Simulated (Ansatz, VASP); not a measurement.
# One calculation of ZnO, two programs

```
CELL_PARAMETERS angstrom
3.27993 0.00000 0.00000
-1.63997 2.84051 0.00000
0.00000 0.00000 5.29420
ATOMIC_POSITIONS crystal
Zn 0.33333 0.66667 0.00196
Zn 0.66667 0.33333 0.50196
O 0.33333 0.66667 0.38104
O 0.66667 0.33333 0.88104
```

Alike in both runs: functional PBE; k mesh 9 × 9 × 6; occupations gaussian, width 0.02 eV; no spin polarisation.

Ansatz relaxed the structure, and its values are those at the end. VASP's run is a single point on that final structure, the one shown.

|  | VASP | Ansatz |
| --- | --- | --- |
| version | VASP 6.6.1 | Ansatz 0.2.0 |
| potentials or method | VASP PAW PBE potentials, release 64 (Zn, O), cutoff 520 eV | scalar-relativistic, plane waves, PAW |
| valence electrons in the cell | 36 | 36 |

```csv
,VASP,Ansatz,Ansatz less VASP
gap on the k mesh at the Fermi level (eV),0.73,0.74,+0.013
least direct gap on the mesh (eV),0.73,0.74,+0.013
pressure (GPa),0.8,0.0,-0.84
```
